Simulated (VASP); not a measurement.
Set up this calculation in VASP 6.6.1, as the native input.

```
Task                   : single point
Functional             : PBE
Dispersion             : D3(BJ)
Potentials or basis    : VASP PAW PBE potentials, release 64 (B, N)
Cutoff                 : 520 eV
k mesh                 : 2 × 2 × 2, shifted
Occupations            : gaussian, width 0.1 eV
Spin                   : no spin polarisation
Dipole correction      : no
Further INCAR settings : ALGO = Normal; EDIFF = 1e-07; NBANDS = 31; ISYM = 0
```

The structure of BN lies in POSCAR:

```
BN
1.0
    4.8450586769      0.0184264398      0.3714544236
    0.0604422454      4.4848645958     -0.6721615883
    0.4121467313     -0.6753422438      4.2665958169
B N
5 5
Direct
    0.1007462784      0.1894180222      0.4617522255
    0.7007434234      0.5894161237      0.6617534133
    0.3007423285      0.9894160679     -0.1382531081
    0.5007411313     -0.2105831828      0.2617496479
    0.9007494836      0.3894173635      1.0617552246
    0.5006129340      0.7888375663      0.5944621841
    0.7006184489      0.5888421819      0.9944619720
    0.1006157440      0.1888387533      0.7944619364
    0.3006146220     -0.0111601433      0.1944634429
    0.9006168456      0.3888362914      0.3944589478
```

One way to write it, as run:

INCAR

```
SYSTEM = BN
PREC = Accurate
ENCUT = 520
EDIFF = 1E-7
ISMEAR = 0
SIGMA = 0.1
LREAL = .False.
LASPH = .True.
NELM = 100
ALGO = Normal
ISIF = 2
LWAVE = .False.
LCHARG = .False.
GGA = PE
IVDW = 12
NBANDS = 31
ISYM = 0
```

KPOINTS

```
Automatic mesh
0
Gamma
  2 2 2
  0.5 0.5 0.5
```

Potentials or basis: VASP PAW PBE potentials, release 64 (B, N).

The run is started by

```sh
$ cat potpaw_PBE.64/B/POTCAR potpaw_PBE.64/N/POTCAR > POTCAR
$ mpirun -np 1 vasp_std > vasp.out
```

Results of the run:

```
Pressure                   : 0.0 GPa
Largest force              : 0.027 eV/Å
Band gap on the k mesh     : 4.62 eV
Dispersion energy per atom : -0.142 eV
```

Caveat: the k points lie up to 0.77 Å⁻¹ apart.

Wall time 6.6 s on 1 thread of Intel(R) Xeon(R) 6975P-C (Granite Rapids), on a shared host, peak memory 0.19 GiB.
